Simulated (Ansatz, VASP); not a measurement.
Two plane-wave programs on C

```xyz
4
Lattice="2.5200 0.0000 0.0000 -1.2600 2.1824 0.0000 0.0000 0.0000 4.1200" Properties=species:S:1:pos:R:3 pbc="T T T"
C     0.0000    1.4549    0.2575
C     1.2600    0.7275    2.3175
C     0.0000    1.4549    1.8025
C     1.2600    0.7275    3.8625
```

Alike in both runs: task relaxation of cell and atoms; functional BLYP; k mesh 8 × 8 × 4; occupations fermi-dirac, width 0.05 eV; no spin polarisation.

```csv
,VASP,Ansatz
version,VASP 6.6.1,Ansatz 0.2.0
potentials or method,"VASP PAW PBE potentials, release 64 (C), cutoff 600 eV","plane waves (420 eV) with PAW, scalar-relativistic"
valence electrons in the cell,16,16
```

|  | VASP | Ansatz | Ansatz less VASP |
| --- | --- | --- | --- |
| relaxed volume (Å³/atom) | 5.84 | 5.84 | -0.001 |
| relaxed cell length with the largest relative difference (Å) | 2.530 | 2.530 | -0.0002 |

VASP's potentials were made for PBE, not for BLYP.
